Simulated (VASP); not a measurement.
# Ta (Im-3m) in VASP: a series of runs, part 2 of 2

VASP 6.6.1. Earlier steps stand in the parts before.

## Step 3: Single point, PBE

This run uses another cell than the first one, of 16.71 Å³/atom, 0.928 times its volume.

The input, INCAR:

```
ALGO = Normal
EDIFF = 1E-7
ENCUT = 520
GGA = PE
ISIF = 2
ISMEAR = -1
LASPH = True
LCHARG = False
LREAL = False
LWAVE = False
NBANDS = 12
NELM = 60
PREC = Accurate
SIGMA = 0.1
```

The input, KPOINTS:

```
k-points
0
Gamma
  18 18 18
```

The input, POSCAR:

```
Ta
1.0
   -1.6106448800      1.6106448800      1.6106448800
    1.6106448800     -1.6106448800      1.6106448800
    1.6106448800      1.6106448800     -1.6106448800
Ta
1
Direct
    0.0000000000      0.0000000000      0.0000000000
```

Potentials or basis: VASP PAW PBE potentials, release 64 (Ta_pv).

Started as:

```sh
> cat potpaw_PBE.64/Ta_pv/POTCAR > POTCAR
> mpirun -np 1 vasp_std > vasp.out
```

OUTCAR:

```text
EDIFF = 1E-7
   ENCUT = 520
   GGA = PE
   ISIF = 2
   ISMEAR = -1
   LASPH = True
   LREAL = False
   NELM = 60
   PREC = Accurate

 ion  position               nearest neighbor table
   1  0.000  0.000  0.000-

  LATTYP: Found a body centered cubic cell.
 ALAT       =     3.2212897600

  Lattice vectors:

 A1 = (  -1.6106448800,   1.6106448800,   1.6106448800)
 A2 = (   1.6106448800,  -1.6106448800,   1.6106448800)
 A3 = (   1.6106448800,   1.6106448800,  -1.6106448800)

Analysis of symmetry for initial positions (statically):
=====================================================================
 Subroutine PRICEL returns:
 Original cell was already a primitive cell.

 Routine SETGRP: Setting up the symmetry group for a
 body centered cubic supercell.

 Subroutine GETGRP returns: Found 48 space group operations
 (whereof 48 operations were pure point group operations)
 out of a pool of 48 trial point group operations.

The static configuration has the point symmetry O_h .

Analysis of symmetry for dynamics (positions and initial velocities):
=====================================================================
 Subroutine PRICEL returns:
 Original cell was already a primitive cell.

 Routine SETGRP: Setting up the symmetry group for a
 body centered cubic supercell.

 Subroutine GETGRP returns: Found 48 space group operations
 (whereof 48 operations were pure point group operations)
 out of a pool of 48 trial point group operations.

The dynamic configuration has the point symmetry O_h .

 Subroutine INISYM returns: Found 48 space group operations
 (whereof 48 operations are pure point group operations),
 and found     1 'primitive' translations

----------------------------------------------------------------------------------------

                                     Primitive cell

  volume of cell :      16.7132

  direct lattice vectors                    reciprocal lattice vectors
    -1.610644880  1.610644880  1.610644880     0.000000000  0.310434663  0.310434663
     1.610644880 -1.610644880  1.610644880     0.310434663  0.000000000  0.310434663
     1.610644880  1.610644880 -1.610644880     0.310434663  0.310434663  0.000000000

  length of vectors
     2.789718765  2.789718765  2.789718765     0.439020910  0.439020910  0.439020910

  position of ions in fractional coordinates (direct lattice)
     0.000000000  0.000000000  0.000000000

  ion indices of the primitive-cell ions
   primitive index   ion index
                 1           1

----------------------------------------------------------------------------------------

 KPOINTS: k-points

Automatic generation of k-mesh.
 Grid dimensions read from file:
 generate k-points for:   18   18   18

 Generating k-lattice:

  Cartesian coordinates                     Fractional coordinates (reciprocal lattice)
     0.000000000  0.017246370  0.017246370     0.055555556  0.000000000  0.000000000
     0.017246370  0.000000000  0.017246370     0.000000000  0.055555556  0.000000000
     0.017246370  0.017246370  0.000000000     0.000000000  0.000000000  0.055555556

  Length of vectors
     0.024390051  0.024390051  0.024390051

  Shift w.r.t. Gamma in fractional coordinates (k-lattice)
     0.000000000  0.000000000  0.000000000

 Subroutine IBZKPT returns following result:
 ===========================================

 Found    195 irreducible k-points:

 Following reciprocal coordinates:
            Coordinates               Weight
  0.000000  0.000000  0.000000      1.000000
  0.055556  0.000000  0.000000     12.000000
  0.111111  0.000000  0.000000     12.000000
  0.166667  0.000000  0.000000     12.000000
  0.222222  0.000000  0.000000     12.000000
  0.277778  0.000000  0.000000     12.000000
[... 16 lines left out ...]
  0.333333  0.111111  0.000000     48.000000
  0.388889  0.111111  0.000000     48.000000
 [... further k-points ...]
   k-points           NKPTS =    195   k-points in BZ     NKDIM =    195   number of bands    NBANDS=     12
   number of dos      NEDOS =    301   number of ions     NIONS =      1
   total plane-waves  NPLWV =  13824
   dimension x,y,z NGX =    24 NGY =   24 NGZ =   24
   dimension x,y,z NGXF=    48 NGYF=   48 NGZF=   48
   ions per type =               1
   NGX,Y,Z   is equivalent  to a cutoff of  14.30, 14.30, 14.30 a.u.
   NGXF,Y,Z  is equivalent  to a cutoff of  28.60, 28.60, 28.60 a.u.
 SYSTEM =  unknown system
   PREC   = accura    normal or accurate (medium, high low for compatibility)
   ISTART =      0    job   : 0-new  1-cont  2-samecut
   ICHARG =      2    charge: 1-file 2-atom 10-const
   ISPIN  =      1    spin polarized calculation?
   LNONCOLLINEAR =      F non collinear calculations
   LSORBIT =      F    spin-orbit coupling
   LASPH  =      T    aspherical Exc in radial PAW
   ENCUT  =  520.0 eV  38.22 Ry    6.18 a.u.   5.19  5.19  5.19*2*pi/ulx,y,z
   NELM   =     60;   NELMIN=  2; NELMDL= -5     # of ELM steps
   EDIFF  = 0.1E-06   stopping-criterion for ELM
   LREAL  =      F    real-space projection
   EDIFFG = 0.1E-05   stopping-criterion for IOM
   NSW    =      0    number of steps for IOM
   IBRION =     -1    ionic relax: 0-MD 1-quasi-New 2-CG
   NFREE  =      0    steps in history (QN), initial steepest desc. (CG)
   ISIF   =      2    stress and relaxation
   ISYM   =      2    0-nonsym 1-usesym 2-fastsym
   POTIM  = 0.5000    time-step for ionic-motion
   TEBEG  =    0.0;   TEEND  =   0.0 temperature during run
   PSTRESS=    0.0 pullay stress
   NELECT =      11.0000    total number of electrons
   NUPDOWN=      -1.0000    fix difference up-down
   EMIN   =  10.00;   EMAX   =-10.00  energy-range for DOS
   EFERMI =   0.00;   METHOD = LEGACY
   ISMEAR =    -1;   SIGMA  =   0.10  broadening in eV -4-tet -1-fermi 0-gaus
   EFERMI_NEDOS =   21; number of points for ismear=-14 and -15
   IALGO  =     38    algorithm
   IMIX   =      4    mixing-type and parameters
     AMIX     =   0.40;   BMIX     =  1.00
     AMIX_MAG =   1.60;   BMIX_MAG =  1.00
  volume/ion in A,a.u.               =      16.71       112.79
  Fermi-wavevector in a.u.,A,eV,Ry     =   1.424030  2.691027 27.590746  2.027863
  Thomas-Fermi vector in A             =   2.544565
   LORBIT       =      0    0 simple, 1 ext, 2 COOP (PROOUT), +10 PAW based schemes
   GGA     = PE    functional components
   LHFCALC =     F    Hartree Fock is set to
   AEXX    =    0.0000 exact exchange contribution
   IVDW    =     0    specifies the selected vdW correction
   LEPSILON=     F    determine dielectric tensor
   LRPA    =     F    only Hartree local field effects (RPA)
 non-spin polarized calculation
  energy-cutoff  :      520.00
  volume of cell :       16.71
 maximum number of plane-waves:       468
 NGX is ok and might be reduce to    24
   NGX = 11   NGY = 11   NGZ = 11

 number of electron      10.9999998 magnetization

 Free energy of the ion-electron system (eV)
  ---------------------------------------------------
  ext. energy  EPLUGINS =         0.00000000
  ---------------------------------------------------
  free energy    TOTEN  =       -11.73667648 eV

  energy without entropy =      -11.69805551  energy(sigma->0) =      -11.71736600

 E-fermi :   6.1220     XC(G=0): -13.0050

 val. band max:        6.1173721184   @ k =  -0.3333   0.3333   0.1667
 cond. band min:       6.1323051442   @ k =  -0.2222   0.2222   0.1111
 fundamental gap:      0.0149330258
 Fermi energy:         6.1220457762

 k-point     1 :       0.0000    0.0000    0.0000
  band No.  band energies     occupation
      1     -26.6549      2.00000
      2     -26.6549      2.00000
      3     -26.6549      2.00000
      4      -2.0868      2.00000
      5       6.8405      0.00151
      6       6.8405      0.00151
      7       6.8405      0.00151
      8      10.3853      0.00000
      9      10.3853      0.00000
     10      21.4750      0.00000
     11      21.4750      0.00000
     12      21.4750      0.00000

 k-point     2 :       0.0556    0.0000    0.0000
  band No.  band energies     occupation
      1     -26.7050      2.00000
      2     -26.6699      2.00000
      3     -26.6553      2.00000
      4      -1.9344      2.00000
      5       6.7392      0.00417
      6       6.8122      0.00201
      7       6.9899      0.00034
      8      10.2136      0.00000
      9      10.3840      0.00000
     10      21.0710      0.00000
     11      21.6177      0.00000
     12      21.7392      0.00000
[... 316 lines left out ...]
 k-point    24 :       0.3889    0.1111    0.0000
  band No.  band energies     occupation
      1     -28.0585      2.00000
      2     -27.1745      2.00000
      3     -26.7333      2.00000
      4       1.8341      2.00000
      5       4.4794      2.00000
      6       7.0009      0.00030
      7      10.1624      0.00000
      8      11.6082      0.00000
      9      14.7608      0.00000
     10      18.7140      0.00000
     11      19.6820      0.00000
     12      21.0851      0.00000

 [... further k-points ...]
[... 5 lines left out ...]
  --------------------------------------------------------------------------------------
  -------------------------------------------------------------------------------------
  Total        2.1988514      2.1988514      2.1988514      0.0000000      0.0000000     -0.0000000
  in kB      210.7885834    210.7885834    210.7885834      0.0000000      0.0000000     -0.0000000
  external PRESSURE =     210.7885834 kB  Pullay stress =       0.0000000 kB

 VOLUME and BASIS-vectors are now :
 -----------------------------------------------------------------------------
  energy-cutoff  :      520.00
  volume of cell :       16.71
      direct lattice vectors                 reciprocal lattice vectors
    -1.610644880  1.610644880  1.610644880     0.000000000  0.310434663  0.310434663
     1.610644880 -1.610644880  1.610644880     0.310434663  0.000000000  0.310434663
     1.610644880  1.610644880 -1.610644880     0.310434663  0.310434663  0.000000000

 POSITION                                       TOTAL-FORCE (eV/Angst)
 -----------------------------------------------------------------------------------
      0.00000      0.00000      0.00000        -0.000000     -0.000000      0.000000
 -----------------------------------------------------------------------------------
    total drift:                               -0.000000      0.000000      0.000000

  FREE ENERGIE OF THE ION-ELECTRON SYSTEM (eV)
  ---------------------------------------------------
  free  energy   TOTEN  =       -11.7366764818 eV

  energy  without entropy=      -11.6980555130  energy(sigma->0) =      -11.71736600
```

OSZICAR:

```text
N       E                     dE             d eps       ncg     rms          rms(c)
DAV:   1     0.608158773785E+02    0.60816E+02   -0.60617E+03  4720   0.886E+02
DAV:   2    -0.111548849779E+02   -0.71971E+02   -0.70093E+02  5200   0.248E+02
DAV:   3    -0.121401731299E+02   -0.98529E+00   -0.97736E+00  5532   0.273E+01
DAV:   4    -0.121424796702E+02   -0.23065E-02   -0.23064E-02  5160   0.147E+00
DAV:   5    -0.121424861508E+02   -0.64807E-05   -0.64799E-05  5508   0.741E-02    0.154E+01
DAV:   6    -0.118369265943E+02    0.30556E+00   -0.23808E-01  5468   0.530E+00    0.781E+00
DAV:   7    -0.117378419122E+02    0.99085E-01   -0.22637E-01  5392   0.488E+00    0.404E-01
DAV:   8    -0.117367162091E+02    0.11257E-02   -0.52001E-03  4944   0.697E-01    0.125E-01
DAV:   9    -0.117366824822E+02    0.33727E-04   -0.10685E-04  5444   0.118E-01    0.280E-02
DAV:  10    -0.117366768544E+02    0.56278E-05   -0.31931E-06  5084   0.203E-02    0.338E-03
DAV:  11    -0.117366765728E+02    0.28163E-06   -0.71626E-08  3632   0.301E-03    0.477E-04
DAV:  12    -0.117366764818E+02    0.91009E-07   -0.65481E-09  2584   0.952E-04
   1 F= -.11736676E+02 E0= -.11717366E+02  d E =-.386210E-01
```

stdout:

```text
POSCAR found type information on POSCAR Ta
 POSCAR found :  1 types and       1 ions
 scaLAPACK will be used
 LDA part: xc-table for (Slater+PW92), standard interpolation
 POSCAR, INCAR and KPOINTS ok, starting setup
 FFT: planning ... GRIDC
 FFT: planning ... GRID_SOFT
 FFT: planning ... GRID
 WAVECAR not read
 entering main loop
```

Wall time 42 s (1 thread of Intel Xeon 6975P-C, shared host); peak memory 0.17 GiB.

What came out:

```yaml
Free_energy: -11.7367 eV
Pressure: 21.1 GPa
```

Caveat: spin-orbit coupling is left out, which moves the levels of the heavy elements.

## Step 4: Single point, PBE

This run uses another cell than the first one, of 17.41 Å³/atom, 0.967 times its volume.

The input, INCAR:

```
PREC = Accurate ; ENCUT = 520
EDIFF = 1E-6 ; ISMEAR = -1
SIGMA = 0.1 ; LREAL = F
LASPH = T ; NELM = 80
ALGO = Normal ; ISIF = 2
LWAVE = F ; LCHARG = T
GGA = PE ; LELF = T
LVHAR = T ; NBANDS = 12
```

The input, KPOINTS:

```
Automatic mesh
0
Gamma
  18 18 18
```

The input, POSCAR:

```
Ta
1.0
   -1.6326414892      1.6326414892      1.6326414892
    1.6326414892     -1.6326414892      1.6326414892
    1.6326414892      1.6326414892     -1.6326414892
Ta
1
Direct
    0.0000000000      0.0000000000      0.0000000000
```

Started as:

```sh
> cat potpaw_PBE.64/Ta_pv/POTCAR > POTCAR
> mpirun -np 1 vasp_std > vasp.out
```

It took 43 s on 1 thread of Intel Xeon 6975P-C, shared host; peak memory 0.17 GiB.

Results (log left out):

| Item | Value |
| --- | --- |
| Free energy | -11.8053 eV |
| Pressure | 10.8 GPa |

Levels at points of the mesh, in eV from the Fermi level:
| k point | band 2 | band 3 | band 4 | band 5 | band 6 | band 7 | band 8 | band 9 |
| --- | --- | --- | --- | --- | --- | --- | --- | --- |
| (0.00, 0.00, 0.00) | -32.94 | -32.94 | -8.06 | 0.72 | 0.72 | 0.72 | 4.12 | 4.12 |
| (0.50, 0.00, 0.00) | -33.37 | -32.95 | -4.55 | -1.66 | 1.73 | 4.02 | 5.09 | 8.13 |
| (0.50, 0.50, 0.50) | -33.85 | -33.85 | -4.03 | -4.03 | 7.11 | 7.11 | 7.11 | 8.96 |

Caveat: spin-orbit coupling is left out, which moves the levels of the heavy elements.

## Step 5: Single point, PBE

This run uses another cell than the first one, of 17.41 Å³/atom, 0.967 times its volume.

The input, INCAR:

```
SYSTEM = Ta
  ALGO = Fast
  EDIFF = 1E-7
  ENCUT = 520
  GGA = PE
  ISIF = 2
  ISMEAR = -1
  LASPH = .True.
  LCHARG = .False.
  LREAL = .False.
  LWAVE = .False.
  NBANDS = 12
  NELM = 80
  PREC = Accurate
  SIGMA = 0.1
```

The input, KPOINTS:

```
k-points
0
Gamma
  18 18 18
  0 0 0
```

POSCAR is that of step 4.

Started as:

```sh
> cat potpaw_PBE.64/Ta_pv/POTCAR > POTCAR
> mpirun -np 1 vasp_std > vasp.out
```

It took 66 s on 1 thread of Intel Xeon 6975P-C, shared host; peak memory 0.17 GiB.

The run converged. Its results:

* Free energy: -11.8053 eV
* Pressure: 10.9 GPa

Levels at points of the mesh, in eV from the Fermi level:
```tsv
k point	band 3	band 4	band 5	band 6	band 7	band 8
(0.00, 0.00, 0.00)	-32.95	-8.06	0.72	0.72	0.72	4.12
(0.50, 0.00, 0.00)	-32.96	-4.55	-1.66	1.74	4.02	5.09
(0.50, 0.50, 0.50)	-33.86	-4.03	-4.03	7.11	7.11	7.11
```

Caveat: spin-orbit coupling is left out, which moves the levels of the heavy elements.

## Step 6: Relaxation of cell and atoms, PBE, target pressure 20.8 GPa, at which the enthalpy is minimised

This run uses another cell than the first one, of 16.64 Å³/atom, 0.924 times its volume.

The input, INCAR:

```
  ALGO = Normal
  EDIFF = 1E-7
  EDIFFG = -0.002
  ENCUT = 600
  GGA = PE
  IBRION = 2
  ISIF = 3
  ISMEAR = -1
  LASPH = T
  LCHARG = F
  LREAL = F
  LWAVE = F
  NELM = 100
  NSW = 80
  PREC = Accurate
  PSTRESS = 208.0
  SIGMA = 0.1
```

The input, KPOINTS:

```
k-points
0
Gamma
  18 18 18
```

The input, POSCAR:

```
Ta
1.0
   -1.6081817416      1.6081817416      1.6081817416
    1.6081817416     -1.6081817416      1.6081817416
    1.6081817416      1.6081817416     -1.6081817416
Ta
1
Direct
    0.0000000000      0.0000000000      0.0000000000
```

Potentials or basis: VASP PAW PBE potentials, release 64 (Ta_pv).

Started as:

```sh
> cat potpaw_PBE.64/Ta_pv/POTCAR > POTCAR
> mpirun -np 1 vasp_std > vasp.out
```

Wall time 80 s (1 thread of Intel Xeon 6975P-C, shared host); peak memory 0.17 GiB.

It converged, with:

* Free energy: -11.7395 eV
* Relaxed volume: 16.73 Å³/atom
* Relaxed cell: a = 2.791 Å, b = 2.791 Å, c = 2.791 Å, α = 109.47°, β = 109.47°, γ = 109.47°
* Space group after relaxing (to 0.05 Å): Im-3m (No. 229)
* Energy change on relaxing (the enthalpy is what falls): -12.8 meV/atom
* Ionic steps: 3
* Pressure after relaxing: 20.8 GPa

The path:
| step | energy change (eV) | largest force (eV/Å) | pressure (GPa) | volume (Å³) |
| --- | --- | --- | --- | --- |
| 1 | 0.0000 | 0.0000 | 22.36 | 16.64 |
| 2 | -0.0472 | 0.0000 | 16.15 | 17.03 |
| 3 | -0.0128 | 0.0000 | 20.80 | 16.73 |

Final structure:
```
Ta
1.0
    -1.61125    1.61125    1.61125
     1.61125   -1.61125    1.61125
     1.61125    1.61125   -1.61125
Ta
1
Direct
  0.00000 0.00000 0.00000
```

Levels at points of the mesh, in eV from the Fermi level:
```csv
k point,band 2,band 3,band 4,band 5,band 6,band 7,band 8,band 9
"(0.00, 0.00, 0.00)",-32.78,-32.78,-8.20,0.72,0.72,0.72,4.26,4.26
"(0.50, 0.00, 0.00)",-33.26,-32.79,-4.73,-1.78,1.95,4.20,5.31,8.54
"(0.50, 0.50, 0.50)",-33.81,-33.81,-4.28,-4.28,7.45,7.45,7.45,9.35
```

Caveat: the cell is relaxed towards a set pressure, so the enthalpy falls and the energy may rise; spin-orbit coupling is left out, which moves the levels of the heavy elements.

## Step 7: Summary

| task | cell | k mesh | cutoff (eV) | smearing | gap on the mesh (eV) | pressure (GPa) |
| --- | --- | --- | --- | --- | --- | --- |
| relaxation of cell and atoms | relaxed to 20.8 GPa from a = 2.860 Å, angles 109.5°, 1 atom | 8 × 8 × 8 | 600 | gaussian 0.1 eV | none | 20.8 |
| single point | a = 2.790 Å, angles 109.5°, 1 atom | 18 × 18 × 18 | 520 | fermi-dirac 0.1 eV | none | 21.1 |
| single point | a = 2.828 Å, angles 109.5°, 1 atom | 18 × 18 × 18 | 520 | fermi-dirac 0.1 eV | none | 10.9 |
| relaxation of cell and atoms | relaxed to 20.8 GPa from a = 2.785 Å, angles 109.5°, 1 atom | 18 × 18 × 18 | 600 | fermi-dirac 0.1 eV | none | 20.8 |

Alike in all rows: level PBE; potentials or basis VASP PAW PBE potentials, release 64 (Ta_pv); no spin polarisation.

Caveats: spin-orbit coupling is left out, which moves the levels of the heavy elements; the cell is relaxed towards a set pressure, so the enthalpy falls and the energy may rise (some runs).

Absolute energies hang on the potentials; compare differences alone.
